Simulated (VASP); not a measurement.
# BaZrO3 (Pm-3m) in VASP: a series of runs, part 2 of 3

VASP 6.6.1. Earlier steps stand in the parts before.

## Step 3: Single point, PBEsol

File INCAR:

```
SYSTEM = BaZrO3
  PREC = Accurate
  ENCUT = 520
  EDIFF = 1E-7
  ISMEAR = 0
  SIGMA = 0.02
  LREAL = .False.
  LASPH = .True.
  NELM = 100
  ALGO = Normal
  ISIF = 2
  LWAVE = .False.
  LCHARG = .False.
  GGA = PS
  NBANDS = 28
```

File KPOINTS:

```
Automatic mesh
0
Gamma
  6 6 6
  0 0 0
```

File POSCAR:

```
BaZrO3
1.0
    3.9513391845      0.0000000000      0.0000000000
    0.0000000000      3.9513391845      0.0000000000
    0.0000000000      0.0000000000      3.9513391845
Ba Zr O
1 1 3
Direct
    0.0000000000      0.0000000000      0.0000000000
    0.5000000000      0.5000000000      0.5000000000
    0.5000000000      0.0000000000      0.5000000000
    0.5000000000      0.5000000000      0.0000000000
    0.0000000000      0.5000000000      0.5000000000
```

Potentials or basis: VASP PAW PBE potentials, release 64 (Ba_sv, Zr_sv, O).

Command:

```console
$ cat potpaw_PBE.64/Ba_sv/POTCAR potpaw_PBE.64/Zr_sv/POTCAR potpaw_PBE.64/O/POTCAR > POTCAR
$ mpirun -np 1 vasp_std > vasp.out
```

OUTCAR:

```text
SYSTEM = BaZrO3
   PREC = Accurate
   ENCUT = 520
   EDIFF = 1E-7
   ISMEAR = 0
   LREAL = .False.
   LASPH = .True.
   NELM = 100
   ISIF = 2
   GGA = PS

 ion  position               nearest neighbor table
   1  0.000  0.000  0.000-   3 2.79   4 2.79   5 2.79   3 2.79   5 2.79   4 2.79   5 2.79   5 2.79
                             3 2.79   4 2.79   3 2.79   4 2.79   2 3.42   2 3.42   2 3.42   2 3.42
   2  0.500  0.500  0.500-   3 1.98   4 1.98   5 1.98   4 1.98   3 1.98   5 1.98   1 3.42   1 3.42
                             1 3.42   1 3.42   1 3.42   1 3.42   1 3.42   1 3.42
   3  0.500  0.000  0.500-   2 1.98   2 1.98   1 2.79   1 2.79   1 2.79   1 2.79
   4  0.500  0.500  0.000-   2 1.98   2 1.98   1 2.79   1 2.79   1 2.79   1 2.79
   5  0.000  0.500  0.500-   2 1.98   2 1.98   1 2.79   1 2.79   1 2.79   1 2.79

  LATTYP: Found a simple cubic cell.
 ALAT       =     3.9513391845

  Lattice vectors:

 A1 = (   3.9513391845,   0.0000000000,   0.0000000000)
 A2 = (   0.0000000000,   3.9513391845,   0.0000000000)
 A3 = (   0.0000000000,   0.0000000000,   3.9513391845)

Analysis of symmetry for initial positions (statically):
=====================================================================
 Subroutine PRICEL returns:
 Original cell was already a primitive cell.

 Routine SETGRP: Setting up the symmetry group for a
 simple cubic supercell.

 Subroutine GETGRP returns: Found 48 space group operations
 (whereof 48 operations were pure point group operations)
 out of a pool of 48 trial point group operations.

The static configuration has the point symmetry O_h .

Analysis of symmetry for dynamics (positions and initial velocities):
=====================================================================
 Subroutine PRICEL returns:
 Original cell was already a primitive cell.

 Routine SETGRP: Setting up the symmetry group for a
 simple cubic supercell.

[... 123 lines left out ...]
   IMIX   =      4    mixing-type and parameters
     AMIX     =   0.40;   BMIX     =  1.00
     AMIX_MAG =   1.60;   BMIX_MAG =  1.00
  volume/ion in A,a.u.               =      12.34        83.26
  Fermi-wavevector in a.u.,A,eV,Ry     =   1.416937  2.677623 27.316556  2.007710
  Thomas-Fermi vector in A             =   2.538219
   LORBIT       =      0    0 simple, 1 ext, 2 COOP (PROOUT), +10 PAW based schemes
   GGA     = PS    functional components
   LHFCALC =     F    Hartree Fock is set to
   AEXX    =    0.0000 exact exchange contribution
   IVDW    =     0    specifies the selected vdW correction
   LEPSILON=     F    determine dielectric tensor
   LRPA    =     F    only Hartree local field effects (RPA)
 non-spin polarized calculation
 Gauss-broadening in eV      SIGMA  =   0.02
  energy-cutoff  :      520.00
  volume of cell :       61.69
 maximum number of plane-waves:      1675
 NGX is ok and might be reduce to    30
   NGX = 15   NGY = 15   NGZ = 15

 number of electron      39.9999990 magnetization

 Free energy of the ion-electron system (eV)
  ---------------------------------------------------
  ext. energy  EPLUGINS =         0.00000000
  ---------------------------------------------------
  free energy    TOTEN  =       -42.26711951 eV

  energy without entropy =      -42.26711951  energy(sigma->0) =      -42.26711951

 E-fermi :   5.3915     XC(G=0): -11.9413

 val. band max:        5.1280170966   @ k =   0.0000   0.0000   0.0000
 cond. band min:       8.4219270789   @ k =   0.0000   0.0000   0.0000
 fundamental gap:      3.2939099823
 Fermi energy:         5.3914553189

 k-point     1 :       0.0000    0.0000    0.0000
  band No.  band energies     occupation
      1     -40.7908      2.00000
      2     -19.7928      2.00000
      3     -19.3116      2.00000
      4     -19.3116      2.00000
      5     -19.3116      2.00000
      6     -11.5026      2.00000
[... 609 lines left out ...]
     27      15.3861      0.00000
     28      15.3861      0.00000

------------------------ aborting loop because EDIFF is reached ----------------------------------------

  FORCE on cell =-STRESS in cart. coord.  units (eV):
  Direction    XX          YY          ZZ          XY          YZ          ZX
  --------------------------------------------------------------------------------------
  -------------------------------------------------------------------------------------
  Total       16.3150985     16.3150985     16.3150985      0.0000000      0.0000000      0.0000000
  in kB      423.7086678    423.7086678    423.7086678      0.0000000      0.0000000      0.0000000
  external PRESSURE =     423.7086678 kB  Pullay stress =       0.0000000 kB

 VOLUME and BASIS-vectors are now :
 -----------------------------------------------------------------------------
  energy-cutoff  :      520.00
  volume of cell :       61.69
      direct lattice vectors                 reciprocal lattice vectors
     3.951339185  0.000000000  0.000000000     0.253078755  0.000000000  0.000000000
     0.000000000  3.951339185  0.000000000     0.000000000  0.253078755  0.000000000
     0.000000000  0.000000000  3.951339185     0.000000000  0.000000000  0.253078755

 POSITION                                       TOTAL-FORCE (eV/Angst)
 -----------------------------------------------------------------------------------
      0.00000      0.00000      0.00000         0.000000      0.000000      0.000000
      1.97567      1.97567      1.97567         0.000000      0.000000      0.000000
      1.97567      0.00000      1.97567         0.000000      0.000000      0.000000
      1.97567      1.97567      0.00000         0.000000      0.000000      0.000000
      0.00000      1.97567      1.97567         0.000000      0.000000      0.000000
 -----------------------------------------------------------------------------------
    total drift:                                0.000000      0.000000     -0.000000

  FREE ENERGIE OF THE ION-ELECTRON SYSTEM (eV)
  ---------------------------------------------------
  free  energy   TOTEN  =       -42.2671195141 eV

  energy  without entropy=      -42.2671195141  energy(sigma->0) =      -42.26711951
```

OSZICAR:

```text
N       E                     dE             d eps       ncg     rms          rms(c)
DAV:   1     0.315403396729E+03    0.31540E+03   -0.22475E+04  1120   0.143E+03
DAV:   2    -0.288674072095E+02   -0.34427E+03   -0.33214E+03  1380   0.367E+02
DAV:   3    -0.484848947830E+02   -0.19617E+02   -0.19542E+02  1804   0.805E+01
DAV:   4    -0.489106706719E+02   -0.42578E+00   -0.42525E+00  1476   0.970E+00
DAV:   5    -0.489175520826E+02   -0.68814E-02   -0.68806E-02  1552   0.107E+00    0.431E+01
DAV:   6    -0.422618445556E+02    0.66557E+01   -0.29605E+01  1304   0.386E+01    0.204E+01
DAV:   7    -0.422832046017E+02   -0.21360E-01   -0.22498E+00  1568   0.815E+00    0.113E+01
DAV:   8    -0.422728450734E+02    0.10360E-01   -0.18799E-01  1276   0.328E+00    0.677E-01
DAV:   9    -0.422670558082E+02    0.57893E-02   -0.50005E-02  1296   0.123E+00    0.403E-01
DAV:  10    -0.422672266951E+02   -0.17089E-03   -0.90153E-03  1404   0.784E-01    0.148E-01
DAV:  11    -0.422671181625E+02    0.10853E-03   -0.71046E-04  1276   0.219E-01    0.385E-02
DAV:  12    -0.422671197048E+02   -0.15423E-05   -0.51286E-05  1520   0.516E-02    0.183E-02
DAV:  13    -0.422671200174E+02   -0.31260E-06   -0.41323E-06  1436   0.135E-02    0.389E-03
DAV:  14    -0.422671193850E+02    0.63241E-06   -0.72155E-07  1208   0.606E-03    0.154E-03
DAV:  15    -0.422671195111E+02   -0.12603E-06   -0.16351E-07   932   0.289E-03    0.397E-04
DAV:  16    -0.422671195141E+02   -0.30532E-08   -0.13613E-08   684   0.888E-04
   1 F= -.42267120E+02 E0= -.42267120E+02  d E =-.700414E-79
```

stdout:

```text
POSCAR found type information on POSCAR BaZrO
 POSCAR found :  3 types and       5 ions
 scaLAPACK will be used
 -----------------------------------------------------------------------------
|                                                                             |
|                                                                             |
|     You enforced a specific xc type in the INCAR file but a different       |
|     I HOPE YOU KNOW WHAT YOU ARE DOING!                                     |
|                                                                             |
 -----------------------------------------------------------------------------

 LDA part: xc-table for (Slater+PW92), standard interpolation
 POSCAR, INCAR and KPOINTS ok, starting setup
 FFT: planning ... GRIDC
 FFT: planning ... GRID_SOFT
 FFT: planning ... GRID
 WAVECAR not read
 entering main loop
```

It took 25 s on 1 thread of Intel Xeon Platinum 8559C (Emerald Rapids), shared host; peak memory 0.18 GiB.

What came out:

```yaml
Free_energy: -42.2671 eV
Pressure: 42.4 GPa
Band_gap_on_the_k_mesh: 3.29 eV, direct
```

Caveat: the PAW data sets were made with another functional, which shifts forces and pressure a little; spin-orbit coupling is left out, which moves the levels of the heavy elements.

## Step 4: Single point, PBEsol

This run uses another cell than the first one, of 13.24 Å³/atom, 1.073 times its volume.

File INCAR:

```
SYSTEM = BaZrO3
PREC = Accurate
ENCUT = 520
EDIFF = 1E-7
ISMEAR = 0
SIGMA = 0.02
LREAL = .False.
LASPH = .True.
NELM = 60
ALGO = Normal
ISIF = 2
LWAVE = .False.
LCHARG = .True.
GGA = PS
LELF = .True.
LVHAR = .True.
NBANDS = 28
```

File KPOINTS:

```
regular mesh
0
Gamma
  6 6 6
  0 0 0
```

Edit POSCAR of step 3 so:

```diff
@@ -2,5 +2,5 @@
 1.0
-    3.9513391845      0.0000000000      0.0000000000
-    0.0000000000      3.9513391845      0.0000000000
-    0.0000000000      0.0000000000      3.9513391845
+    4.0452685311      0.0000000000      0.0000000000
+    0.0000000000      4.0452685311      0.0000000000
+    0.0000000000      0.0000000000      4.0452685311
 Ba Zr O
```

Potentials or basis: VASP PAW PBE potentials, release 64 (Ba_sv, Zr_sv, O).

Command:

```console
$ cat potpaw_PBE.64/Ba_sv/POTCAR potpaw_PBE.64/Zr_sv/POTCAR potpaw_PBE.64/O/POTCAR > POTCAR
$ mpirun -np 1 vasp_std > vasp.out
```

OUTCAR:

```text
SYSTEM = BaZrO3
   PREC = Accurate
   ENCUT = 520
   EDIFF = 1E-7
   ISMEAR = 0
   LREAL = .False.
   LASPH = .True.
   NELM = 60
   ISIF = 2
   GGA = PS

 ion  position               nearest neighbor table
   1  0.000  0.000  0.000-   3 2.86   4 2.86   5 2.86   3 2.86   5 2.86   4 2.86   5 2.86   5 2.86
                             3 2.86   4 2.86   3 2.86   4 2.86   2 3.50   2 3.50   2 3.50   2 3.50
   2  0.500  0.500  0.500-   3 2.02   4 2.02   5 2.02   4 2.02   3 2.02   5 2.02   1 3.50   1 3.50
                             1 3.50   1 3.50   1 3.50   1 3.50   1 3.50   1 3.50
   3  0.500  0.000  0.500-   2 2.02   2 2.02   1 2.86   1 2.86   1 2.86   1 2.86
   4  0.500  0.500  0.000-   2 2.02   2 2.02   1 2.86   1 2.86   1 2.86   1 2.86
   5  0.000  0.500  0.500-   2 2.02   2 2.02   1 2.86   1 2.86   1 2.86   1 2.86

  LATTYP: Found a simple cubic cell.
 ALAT       =     4.0452685311

  Lattice vectors:

 A1 = (   4.0452685311,   0.0000000000,   0.0000000000)
 A2 = (   0.0000000000,   4.0452685311,   0.0000000000)
 A3 = (   0.0000000000,   0.0000000000,   4.0452685311)

Analysis of symmetry for initial positions (statically):
=====================================================================
 Subroutine PRICEL returns:
 Original cell was already a primitive cell.

 Routine SETGRP: Setting up the symmetry group for a
 simple cubic supercell.

 Subroutine GETGRP returns: Found 48 space group operations
 (whereof 48 operations were pure point group operations)
 out of a pool of 48 trial point group operations.

The static configuration has the point symmetry O_h .

Analysis of symmetry for dynamics (positions and initial velocities):
=====================================================================
 Subroutine PRICEL returns:
 Original cell was already a primitive cell.

 Routine SETGRP: Setting up the symmetry group for a
 simple cubic supercell.

[... 123 lines left out ...]
   IMIX   =      4    mixing-type and parameters
     AMIX     =   0.40;   BMIX     =  1.00
     AMIX_MAG =   1.60;   BMIX_MAG =  1.00
  volume/ion in A,a.u.               =      13.24        89.34
  Fermi-wavevector in a.u.,A,eV,Ry     =   1.384036  2.615449 26.062727  1.915556
  Thomas-Fermi vector in A             =   2.508578
   LORBIT       =      0    0 simple, 1 ext, 2 COOP (PROOUT), +10 PAW based schemes
   GGA     = PS    functional components
   LHFCALC =     F    Hartree Fock is set to
   AEXX    =    0.0000 exact exchange contribution
   IVDW    =     0    specifies the selected vdW correction
   LEPSILON=     F    determine dielectric tensor
   LRPA    =     F    only Hartree local field effects (RPA)
 non-spin polarized calculation
 Gauss-broadening in eV      SIGMA  =   0.02
  energy-cutoff  :      520.00
  volume of cell :       66.20
 maximum number of plane-waves:      1804
   NGX = 15   NGY = 15   NGZ = 15

 number of electron      39.9999976 magnetization

 Free energy of the ion-electron system (eV)
  ---------------------------------------------------
  ext. energy  EPLUGINS =         0.00000000
  ---------------------------------------------------
  free energy    TOTEN  =       -43.15822988 eV

  energy without entropy =      -43.15822988  energy(sigma->0) =      -43.15822988

 E-fermi :   4.6004     XC(G=0): -11.5695

 val. band max:        4.4349894282   @ k =   0.5000   0.5000   0.5000
 cond. band min:       7.7391033960   @ k =   0.0000   0.0000   0.0000
 fundamental gap:      3.3041139678
 Fermi energy:         4.6004322117

 k-point     1 :       0.0000    0.0000    0.0000
  band No.  band energies     occupation
      1     -41.7861      2.00000
      2     -20.5185      2.00000
      3     -20.1681      2.00000
      4     -20.1681      2.00000
      5     -20.1681      2.00000
      6     -12.0116      2.00000
[... 609 lines left out ...]
     27      14.3147      0.00000
     28      14.3147      0.00000

------------------------ aborting loop because EDIFF is reached ----------------------------------------

  FORCE on cell =-STRESS in cart. coord.  units (eV):
  Direction    XX          YY          ZZ          XY          YZ          ZX
  --------------------------------------------------------------------------------------
  -------------------------------------------------------------------------------------
  Total        8.9991599      8.9991599      8.9991599      0.0000000     -0.0000000     -0.0000000
  in kB      217.8063238    217.8063238    217.8063238      0.0000000     -0.0000000     -0.0000000
  external PRESSURE =     217.8063238 kB  Pullay stress =       0.0000000 kB

 VOLUME and BASIS-vectors are now :
 -----------------------------------------------------------------------------
  energy-cutoff  :      520.00
  volume of cell :       66.20
      direct lattice vectors                 reciprocal lattice vectors
     4.045268531  0.000000000  0.000000000     0.247202378  0.000000000  0.000000000
     0.000000000  4.045268531  0.000000000     0.000000000  0.247202378  0.000000000
     0.000000000  0.000000000  4.045268531     0.000000000  0.000000000  0.247202378

 POSITION                                       TOTAL-FORCE (eV/Angst)
 -----------------------------------------------------------------------------------
      0.00000      0.00000      0.00000         0.000000      0.000000      0.000000
      2.02263      2.02263      2.02263         0.000000      0.000000      0.000000
      2.02263      0.00000      2.02263         0.000000      0.000000      0.000000
      2.02263      2.02263      0.00000         0.000000      0.000000      0.000000
      0.00000      2.02263      2.02263         0.000000      0.000000      0.000000
 -----------------------------------------------------------------------------------
    total drift:                                0.000000      0.000000     -0.000000

  FREE ENERGIE OF THE ION-ELECTRON SYSTEM (eV)
  ---------------------------------------------------
  free  energy   TOTEN  =       -43.1582298848 eV

  energy  without entropy=      -43.1582298848  energy(sigma->0) =      -43.15822988
```

OSZICAR:

```text
N       E                     dE             d eps       ncg     rms          rms(c)
DAV:   1     0.310726842568E+03    0.31073E+03   -0.22091E+04  1120   0.142E+03
DAV:   2    -0.284734589387E+02   -0.33920E+03   -0.32943E+03  1360   0.362E+02
DAV:   3    -0.493073687531E+02   -0.20834E+02   -0.20741E+02  1784   0.822E+01
DAV:   4    -0.498394595474E+02   -0.53209E+00   -0.53133E+00  1472   0.106E+01
DAV:   5    -0.498475197194E+02   -0.80602E-02   -0.80592E-02  1612   0.116E+00    0.367E+01
DAV:   6    -0.432292564865E+02    0.66183E+01   -0.31025E+01  1308   0.376E+01    0.171E+01
DAV:   7    -0.431830105454E+02    0.46246E-01   -0.22550E+00  1540   0.832E+00    0.995E+00
DAV:   8    -0.431626633527E+02    0.20347E-01   -0.23042E-01  1320   0.355E+00    0.651E-01
DAV:   9    -0.431581379167E+02    0.45254E-02   -0.49538E-02  1440   0.122E+00    0.469E-01
DAV:  10    -0.431584305267E+02   -0.29261E-03   -0.10904E-02  1472   0.870E-01    0.195E-01
DAV:  11    -0.431582223744E+02    0.20815E-03   -0.11768E-03  1336   0.290E-01    0.318E-02
DAV:  12    -0.431582302799E+02   -0.79055E-05   -0.75378E-05  1488   0.593E-02    0.283E-02
DAV:  13    -0.431582302358E+02    0.44029E-07   -0.48676E-06  1464   0.144E-02    0.415E-03
DAV:  14    -0.431582296738E+02    0.56200E-06   -0.10909E-06  1268   0.700E-03    0.155E-03
DAV:  15    -0.431582298549E+02   -0.18105E-06   -0.13034E-07  1064   0.241E-03    0.506E-04
DAV:  16    -0.431582298848E+02   -0.29877E-07   -0.17693E-08   696   0.892E-04
   1 F= -.43158230E+02 E0= -.43158230E+02  d E =-.299982E-33
```

stdout:

```text
POSCAR found type information on POSCAR BaZrO
 POSCAR found :  3 types and       5 ions
 scaLAPACK will be used
 -----------------------------------------------------------------------------
|                                                                             |
|                                                                             |
|     You enforced a specific xc type in the INCAR file but a different       |
|     I HOPE YOU KNOW WHAT YOU ARE DOING!                                     |
|                                                                             |
 -----------------------------------------------------------------------------

 LDA part: xc-table for (Slater+PW92), standard interpolation
 POSCAR, INCAR and KPOINTS ok, starting setup
 FFT: planning ... GRIDC
 FFT: planning ... GRID_SOFT
 FFT: planning ... GRID
 WAVECAR not read
 entering main loop
```

Run time: 26 s. Hardware: 1 thread of Intel Xeon Platinum 8559C (Emerald Rapids), shared host; peak memory 0.19 GiB.

Results:

```yaml
Free_energy: -43.1582 eV
Pressure: 21.8 GPa
Band_gap_on_the_k_mesh: 3.30 eV, indirect (least direct gap 3.36 eV)
```

Caveat: the PAW data sets were made with another functional, which shifts forces and pressure a little; spin-orbit coupling is left out, which moves the levels of the heavy elements. A hybrid or GW would open this gap; PBEsol tends to underestimate it.

(Part 2 of 3 ends here.)
